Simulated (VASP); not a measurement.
# LaIn (Pm-3m) in VASP: a series of runs

The runs below take LaIn through electric field gradients, with LDA.

Program: VASP 6.6.1. These are calculated values, not measurements. Logs are shortened: lines on timing, memory, paths and dates and some standing lists are left out, and cuts for length are marked.

### 1 The cell of the first run

Symmetry: Pm-3m, No. 221, cubic system. The conventional cell has a = 2.913 Å, b = 2.913 Å, c = 2.913 Å, α = 90.00°, β = 90.00°, γ = 90.00°. La (site symmetry m-3m) has 8 In at 2.52 Å and 6 La at 2.91 Å within 3.3 Å. Within 3.3 Å of In (site symmetry m-3m) lie 8 La at 2.52 Å and 6 In at 2.91 Å.

### 2 Electric field gradients, LDA (12.36 Å³/atom)

File INCAR:

```
  PREC = Accurate
  ENCUT = 520
  EDIFF = 1E-8
  ISMEAR = -1
  SIGMA = 0.05
  LREAL = False
  LASPH = True
  NELM = 100
  ALGO = Normal
  ISIF = 2
  LWAVE = False
  LCHARG = False
  GGA = CA
  LEFG = True
  NBANDS = 19
```

File KPOINTS:

```
regular mesh
0
Gamma
  9 9 9
```

File POSCAR:

```
LaIn
1.0
    2.9133890200      0.0000000000      0.0000000000
    0.0000000000      2.9133890200      0.0000000000
    0.0000000000      0.0000000000      2.9133890200
La In
1 1
Direct
    0.5000000000      0.5000000000      0.5000000000
    0.0000000000      0.0000000000      0.0000000000
```

Potentials or basis: VASP PAW LDA potentials, release 64 (La, In_d).

On the command line:

```sh
cat potpaw_LDA.64/La/POTCAR potpaw_LDA.64/In_d/POTCAR > POTCAR
mpirun -np 1 vasp_std > vasp.out
```

OUTCAR:

```text
PREC = Accurate
   ENCUT = 520
   EDIFF = 1E-8
   ISMEAR = -1
   LREAL = False
   LASPH = True
   NELM = 100
   ISIF = 2
   GGA = CA

 ion  position               nearest neighbor table
   1  0.500  0.500  0.500-   2 2.52   2 2.52   2 2.52   2 2.52   2 2.52   2 2.52   2 2.52   2 2.52

   2  0.000  0.000  0.000-   1 2.52   1 2.52   1 2.52   1 2.52   1 2.52   1 2.52   1 2.52   1 2.52

  LATTYP: Found a simple cubic cell.
 ALAT       =     2.9133890200

  Lattice vectors:

 A1 = (   2.9133890200,   0.0000000000,   0.0000000000)
 A2 = (   0.0000000000,   2.9133890200,   0.0000000000)
 A3 = (   0.0000000000,   0.0000000000,   2.9133890200)

Analysis of symmetry for initial positions (statically):
=====================================================================
 Subroutine PRICEL returns:
 Original cell was already a primitive cell.

 Routine SETGRP: Setting up the symmetry group for a
 simple cubic supercell.

 Subroutine GETGRP returns: Found 48 space group operations
 (whereof 48 operations were pure point group operations)
 out of a pool of 48 trial point group operations.

The static configuration has the point symmetry O_h .

Analysis of symmetry for dynamics (positions and initial velocities):
=====================================================================
 Subroutine PRICEL returns:
 Original cell was already a primitive cell.

 Routine SETGRP: Setting up the symmetry group for a
 simple cubic supercell.

 Subroutine GETGRP returns: Found 48 space group operations
 (whereof 48 operations were pure point group operations)
 out of a pool of 48 trial point group operations.

The dynamic configuration has the point symmetry O_h .

 Subroutine INISYM returns: Found 48 space group operations
 (whereof 48 operations are pure point group operations),
 and found     1 'primitive' translations

----------------------------------------------------------------------------------------

                                     Primitive cell

  volume of cell :      24.7284

  direct lattice vectors                    reciprocal lattice vectors
     2.913389020  0.000000000  0.000000000     0.343242867  0.000000000  0.000000000
     0.000000000  2.913389020  0.000000000     0.000000000  0.343242867  0.000000000
     0.000000000  0.000000000  2.913389020     0.000000000  0.000000000  0.343242867

  length of vectors
     2.913389020  2.913389020  2.913389020     0.343242867  0.343242867  0.343242867

  position of ions in fractional coordinates (direct lattice)
     0.500000000  0.500000000  0.500000000
     0.000000000  0.000000000  0.000000000

  ion indices of the primitive-cell ions
   primitive index   ion index
                 1           1
                 2           2

----------------------------------------------------------------------------------------

 KPOINTS: regular mesh

Automatic generation of k-mesh.
 Grid dimensions read from file:
 generate k-points for:    9    9    9

 Generating k-lattice:

  Cartesian coordinates                     Fractional coordinates (reciprocal lattice)
     0.038138096  0.000000000  0.000000000     0.111111111  0.000000000  0.000000000
     0.000000000  0.038138096  0.000000000     0.000000000  0.111111111  0.000000000
     0.000000000  0.000000000  0.038138096     0.000000000  0.000000000  0.111111111

  Length of vectors
     0.038138096  0.038138096  0.038138096

  Shift w.r.t. Gamma in fractional coordinates (k-lattice)
     0.000000000  0.000000000  0.000000000

 Subroutine IBZKPT returns following result:
 ===========================================

 Found     35 irreducible k-points:

 Following reciprocal coordinates:
            Coordinates               Weight
  0.000000  0.000000  0.000000      1.000000
  0.111111  0.000000  0.000000      6.000000
  0.222222  0.000000  0.000000      6.000000
  0.333333  0.000000  0.000000      6.000000
  0.444444  0.000000  0.000000      6.000000
  0.111111  0.111111  0.000000     12.000000
[... 16 lines left out ...]
  0.333333  0.333333  0.111111     24.000000
  0.444444  0.333333  0.111111     48.000000
 [... further k-points ...]
   k-points           NKPTS =     35   k-points in BZ     NKDIM =     35   number of bands    NBANDS=     19
   number of dos      NEDOS =    301   number of ions     NIONS =      2
   total plane-waves  NPLWV =  13824
   dimension x,y,z NGX =    24 NGY =   24 NGZ =   24
   dimension x,y,z NGXF=    48 NGYF=   48 NGZF=   48
   ions per type =               1   1
   NGX,Y,Z   is equivalent  to a cutoff of  13.70, 13.70, 13.70 a.u.
   NGXF,Y,Z  is equivalent  to a cutoff of  27.39, 27.39, 27.39 a.u.
 SYSTEM =  unknown system
   PREC   = accura    normal or accurate (medium, high low for compatibility)
   ISTART =      0    job   : 0-new  1-cont  2-samecut
   ICHARG =      2    charge: 1-file 2-atom 10-const
   ISPIN  =      1    spin polarized calculation?
   LNONCOLLINEAR =      F non collinear calculations
   LSORBIT =      F    spin-orbit coupling
   LASPH  =      T    aspherical Exc in radial PAW
   ENCUT  =  520.0 eV  38.22 Ry    6.18 a.u.   5.42  5.42  5.42*2*pi/ulx,y,z
   NELM   =    100;   NELMIN=  2; NELMDL= -5     # of ELM steps
   EDIFF  = 0.1E-07   stopping-criterion for ELM
   LREAL  =      F    real-space projection
   EDIFFG = 0.1E-06   stopping-criterion for IOM
   NSW    =      0    number of steps for IOM
   IBRION =     -1    ionic relax: 0-MD 1-quasi-New 2-CG
   NFREE  =      0    steps in history (QN), initial steepest desc. (CG)
   ISIF   =      2    stress and relaxation
   ISYM   =      2    0-nonsym 1-usesym 2-fastsym
   POTIM  = 0.5000    time-step for ionic-motion
   TEBEG  =    0.0;   TEEND  =   0.0 temperature during run
   PSTRESS=    0.0 pullay stress
   NELECT =      24.0000    total number of electrons
   NUPDOWN=      -1.0000    fix difference up-down
   EMIN   =  10.00;   EMAX   =-10.00  energy-range for DOS
   EFERMI =   0.00;   METHOD = LEGACY
   ISMEAR =    -1;   SIGMA  =   0.05  broadening in eV -4-tet -1-fermi 0-gaus
   EFERMI_NEDOS =   21; number of points for ismear=-14 and -15
   IALGO  =     38    algorithm
   IMIX   =      4    mixing-type and parameters
     AMIX     =   0.40;   BMIX     =  1.00
     AMIX_MAG =   1.60;   BMIX_MAG =  1.00
  volume/ion in A,a.u.               =      12.36        83.44
  Fermi-wavevector in a.u.,A,eV,Ry     =   1.620865  3.062990 35.745259  2.627202
  Thomas-Fermi vector in A             =   2.714734
   LORBIT       =      0    0 simple, 1 ext, 2 COOP (PROOUT), +10 PAW based schemes
   GGA     = CA    functional components
   LHFCALC =     F    Hartree Fock is set to
   AEXX    =    0.0000 exact exchange contribution
   IVDW    =     0    specifies the selected vdW correction
   LEPSILON=     F    determine dielectric tensor
   LRPA    =     F    only Hartree local field effects (RPA)
 non-spin polarized calculation
  energy-cutoff  :      520.00
  volume of cell :       24.73
 maximum number of plane-waves:       691
 NGX is ok and might be reduce to    24
   NGX = 11   NGY = 11   NGZ = 11

 number of electron      23.9999994 magnetization

 Free energy of the ion-electron system (eV)
  ---------------------------------------------------
  ext. energy  EPLUGINS =         0.00000000
  ---------------------------------------------------
  free energy    TOTEN  =         3.22218396 eV

  energy without entropy =        3.22835578  energy(sigma->0) =        3.22526987

 E-fermi :  22.7315     XC(G=0): -14.9169

 val. band max:       22.6967478208   @ k =   0.3333   0.0000   0.0000
 cond. band min:      22.7762862285   @ k =   0.4444   0.4444   0.0000
 fundamental gap:      0.0795384077
 Fermi energy:        22.7314747239

 k-point     1 :       0.0000    0.0000    0.0000
  band No.  band energies     occupation
      1     -11.3168      2.00000
      2       4.8126      2.00000
      3       4.8126      2.00000
      4       6.0000      2.00000
      5       6.0000      2.00000
      6       6.0000      2.00000
[... 11 lines left out ...]
     18      25.9970      0.00000
     19      26.5558      0.00000

 k-point     2 :       0.1111    0.0000    0.0000
  band No.  band energies     occupation
      1     -11.1990      2.00000
      2       4.5889      2.00000
      3       4.8396      2.00000
      4       5.5860      2.00000
      5       5.5860      2.00000
      6       6.0051      2.00000
[... 11 lines left out ...]
     18      25.8448      0.00000
     19      26.5809      0.00000

 k-point     3 :       0.2222    0.0000    0.0000
  band No.  band energies     occupation
      1     -10.8797      2.00000
      2       3.4457      2.00000
      3       4.9088      2.00000
      4       4.9897      2.00000
      5       4.9897      2.00000
      6       6.0179      2.00000
[... 11 lines left out ...]
     18      25.7683      0.00000
     19      26.6498      0.00000

 k-point     4 :       0.3333    0.0000    0.0000
  band No.  band energies     occupation
      1     -10.4711      2.00000
      2       1.9439      2.00000
      3       4.5407      2.00000
      4       4.5407      2.00000
      5       4.9893      2.00000
      6       6.0326      2.00000
[... 11 lines left out ...]
     18      26.0359      0.00000
     19      26.7397      0.00000

 k-point     5 :       0.4444    0.0000    0.0000
  band No.  band energies     occupation
      1     -10.1699      2.00000
      2       0.9980      2.00000
      3       4.3051      2.00000
      4       4.3051      2.00000
      5       5.0429      2.00000
      6       6.0421      2.00000
[... 11 lines left out ...]
     18      26.7372      0.00000
     19      26.8068      0.00000
[... 334 lines left out ...]
      2       2.4850      2.00000
      3       3.6960      2.00000
      4       4.8643      2.00000
      5       5.3732      2.00000
      6       5.7559      2.00000
[... 11 lines left out ...]
     18      26.6558      0.00000
     19      27.3422      0.00000

 k-point    22 :       0.4444    0.2222    0.1111
  band No.  band energies     occupation
      1      -9.7781      2.00000
      2       1.7425      2.00000
      3       3.5745      2.00000
      4       5.0443      2.00000
      5       5.3757      2.00000
      6       5.7858      2.00000
[... 11 lines left out ...]
     18      26.6022      0.00000
     19      27.4483      0.00000

 k-point    23 :       0.3333    0.3333    0.1111
  band No.  band energies     occupation
      1      -9.7224      2.00000
      2       2.6207      2.00000
      3       3.1821      2.00000
      4       4.9987      2.00000
      5       5.5188      2.00000
      6       5.8119      2.00000
[... 11 lines left out ...]
     18      26.7960      0.00000
     19      27.6228      0.00000

 k-point    24 :       0.4444    0.3333    0.1111
  band No.  band energies     occupation
      1      -9.4991      2.00000
      2       2.2710      2.00000
      3       3.1031      2.00000
      4       5.3308      2.00000
      5       5.5654      2.00000
      6       5.8295      2.00000
[... 11 lines left out ...]
     18      26.7414      0.00000
     19      27.5419      0.00000

 [... further k-points ...]

------------------------ aborting loop because EDIFF is reached ----------------------------------------

  FORCE on cell =-STRESS in cart. coord.  units (eV):
  Direction    XX          YY          ZZ          XY          YZ          ZX
  --------------------------------------------------------------------------------------
  -------------------------------------------------------------------------------------
  Total       40.9685921     40.9685921     40.9685921      0.0000000      0.0000000      0.0000000
  in kB     2654.3988759   2654.3988759   2654.3988759      0.0000000      0.0000000      0.0000000
  external PRESSURE =    2654.3988759 kB  Pullay stress =       0.0000000 kB

 VOLUME and BASIS-vectors are now :
 -----------------------------------------------------------------------------
  energy-cutoff  :      520.00
  volume of cell :       24.73
      direct lattice vectors                 reciprocal lattice vectors
     2.913389020  0.000000000  0.000000000     0.343242867  0.000000000  0.000000000
     0.000000000  2.913389020  0.000000000     0.000000000  0.343242867  0.000000000
     0.000000000  0.000000000  2.913389020     0.000000000  0.000000000  0.343242867

 POSITION                                       TOTAL-FORCE (eV/Angst)
 -----------------------------------------------------------------------------------
      1.45669      1.45669      1.45669         0.000000      0.000000      0.000000
      0.00000      0.00000      0.00000         0.000000      0.000000      0.000000
 -----------------------------------------------------------------------------------
    total drift:                               -0.000000      0.000000     -0.000000

  FREE ENERGIE OF THE ION-ELECTRON SYSTEM (eV)
  ---------------------------------------------------
  free  energy   TOTEN  =         3.2221839558 eV

  energy  without entropy=        3.2283557755  energy(sigma->0) =        3.22526987

 Electric field gradients (V/A^2)
---------------------------------------------------------------------
 ion       V_xx      V_yy      V_zz      V_xy      V_xz      V_yz
---------------------------------------------------------------------
   1      -0.000    -0.000     0.000     0.000     0.000     0.000
   2      -0.000     0.000    -0.000     0.000    -0.000     0.000
---------------------------------------------------------------------

 Electric field gradients after diagonalization (V/A^2)
 (convention: |V_zz| > |V_xx| > |V_yy|)
----------------------------------------------------------------------
 ion       V_xx      V_yy      V_zz     asymmetry (V_yy - V_xx)/ V_zz
----------------------------------------------------------------------
   1      -0.000    -0.000     0.000       0.750
   2       0.000    -0.000    -0.000       1.180
----------------------------------------------------------------------

           NMR quadrupolar parameters

 Cq : quadrupolar parameter    Cq=e*Q*V_zz/h
 eta: asymmetry parameters     (V_yy - V_xx)/ V_zz
 Q  : nuclear electric quadrupole moment in mb (millibarn)
----------------------------------------------------------------------
 ion       Cq(MHz)       eta       Q (mb)
----------------------------------------------------------------------
   1       0.000       0.750       1.000
   2      -0.000       1.180       1.000
----------------------------------------------------------------------
```

It took 13 s on 1 thread of Intel Xeon Platinum 8488C (Sapphire Rapids), shared host; peak memory 0.15 GiB.

What came out:

```
Free energy                             : 3.2222 eV
Pressure                                : 265.4 GPa
Band gap on the k mesh                  : zero (bands 12 and 13 overlap by 3.26 eV)
Largest electric field gradient by atom : under 0.05 V/Å² on every atom
```

Caveat: the cell stands under pressure; spin-orbit coupling is left out, which moves the levels of the heavy elements.

### 3 Electric field gradients, LDA (12.36 Å³/atom)

File INCAR:

```
SYSTEM = LaIn
ALGO     = Normal         ! electronic algorithm
EDIFF    = 1E-8           ! SCF threshold, eV
ENCUT    = 520            ! plane-wave cutoff, eV
ISIF     = 2              ! what is computed and relaxed
ISMEAR   = -1             ! smearing method
LASPH    = .TRUE.         ! aspherical terms in the spheres
LCHARG   = .FALSE.        ! write CHGCAR
LEFG     = .TRUE.       
LREAL    = .FALSE.        ! projectors in reciprocal space
LWAVE    = .FALSE.        ! write WAVECAR
NBANDS   = 19             ! bands
NELM     = 100            ! most SCF steps
PREC     = Accurate       ! precision mode
SIGMA    = 0.05           ! smearing width, eV
```

File KPOINTS:

```
k-points
0
G
  9 9 9
  0 0 0
```

POSCAR is that of step 2.

Potentials or basis: VASP PAW LDA potentials, release 64 (La, In_d).

On the command line:

```sh
cat potpaw_LDA.64/La/POTCAR potpaw_LDA.64/In_d/POTCAR > POTCAR
mpirun -np 1 vasp_std > vasp.out
```

OUTCAR:

```text
SYSTEM = LaIn
   EDIFF = 1E-8
   ENCUT = 520
   ISIF = 2
   ISMEAR = -1
   LASPH = .TRUE.
   LREAL = .FALSE.
   NELM = 100
   PREC = Accurate

 ion  position               nearest neighbor table
   1  0.500  0.500  0.500-   2 2.52   2 2.52   2 2.52   2 2.52   2 2.52   2 2.52   2 2.52   2 2.52

   2  0.000  0.000  0.000-   1 2.52   1 2.52   1 2.52   1 2.52   1 2.52   1 2.52   1 2.52   1 2.52

  LATTYP: Found a simple cubic cell.
 ALAT       =     2.9133890200

  Lattice vectors:

 A1 = (   2.9133890200,   0.0000000000,   0.0000000000)
 A2 = (   0.0000000000,   2.9133890200,   0.0000000000)
 A3 = (   0.0000000000,   0.0000000000,   2.9133890200)

Analysis of symmetry for initial positions (statically):
=====================================================================
 Subroutine PRICEL returns:
 Original cell was already a primitive cell.

 Routine SETGRP: Setting up the symmetry group for a
 simple cubic supercell.

[... 716 lines left out ...]
  volume of cell :       24.73
      direct lattice vectors                 reciprocal lattice vectors
     2.913389020  0.000000000  0.000000000     0.343242867  0.000000000  0.000000000
     0.000000000  2.913389020  0.000000000     0.000000000  0.343242867  0.000000000
     0.000000000  0.000000000  2.913389020     0.000000000  0.000000000  0.343242867

 POSITION                                       TOTAL-FORCE (eV/Angst)
 -----------------------------------------------------------------------------------
      1.45669      1.45669      1.45669         0.000000      0.000000      0.000000
      0.00000      0.00000      0.00000         0.000000      0.000000      0.000000
 -----------------------------------------------------------------------------------
    total drift:                               -0.000000      0.000000     -0.000000

  FREE ENERGIE OF THE ION-ELECTRON SYSTEM (eV)
  ---------------------------------------------------
  free  energy   TOTEN  =         3.2221839558 eV

  energy  without entropy=        3.2283557755  energy(sigma->0) =        3.22526987

 Electric field gradients (V/A^2)
---------------------------------------------------------------------
 ion       V_xx      V_yy      V_zz      V_xy      V_xz      V_yz
---------------------------------------------------------------------
   1      -0.000    -0.000     0.000     0.000     0.000     0.000
   2      -0.000     0.000    -0.000     0.000    -0.000     0.000
---------------------------------------------------------------------

 Electric field gradients after diagonalization (V/A^2)
 (convention: |V_zz| > |V_xx| > |V_yy|)
----------------------------------------------------------------------
 ion       V_xx      V_yy      V_zz     asymmetry (V_yy - V_xx)/ V_zz
----------------------------------------------------------------------
   1      -0.000    -0.000     0.000       0.750
   2       0.000    -0.000    -0.000       1.180
----------------------------------------------------------------------

           NMR quadrupolar parameters

 Cq : quadrupolar parameter    Cq=e*Q*V_zz/h
 eta: asymmetry parameters     (V_yy - V_xx)/ V_zz
 Q  : nuclear electric quadrupole moment in mb (millibarn)
----------------------------------------------------------------------
 ion       Cq(MHz)       eta       Q (mb)
----------------------------------------------------------------------
   1       0.000       0.750       1.000
   2      -0.000       1.180       1.000
----------------------------------------------------------------------
```

stdout:

```text
POSCAR found type information on POSCAR LaIn
 POSCAR found :  2 types and       2 ions
 scaLAPACK will be used
 LDA part: xc-table for (Slater(with rela. corr.)+CA(PZ))
 , standard interpolation
 POSCAR, INCAR and KPOINTS ok, starting setup
 FFT: planning ... GRIDC
 FFT: planning ... GRID_SOFT
 FFT: planning ... GRID
 WAVECAR not read
 entering main loop
ion   1

ion   2
```

Wall time 13 s (1 thread of Intel Xeon Platinum 8488C (Sapphire Rapids), shared host); peak memory 0.15 GiB.

What came out:

* Free energy: 3.2222 eV
* Pressure: 265.4 GPa
* Band gap on the k mesh: zero (bands 12 and 13 overlap by 3.26 eV)
* Largest electric field gradient by atom: under 0.05 V/Å² on every atom

Levels at points of the mesh, in eV from the Fermi level:
```
           k point  band 8  band 9  band 10  band 11  band 12  band 13  band 14  band 15  band 16  band 17
(0.00, 0.00, 0.00)  -15.41  -15.41    -7.96    -2.39    -2.39     2.42     2.42     2.42     3.27     3.27
```

Caveat: the cell stands under pressure; spin-orbit coupling is left out, which moves the levels of the heavy elements.

(Continued in part 2 of 2.)

The gap in the log of VASP goes by the Fermi energy; the results here count the filled bands.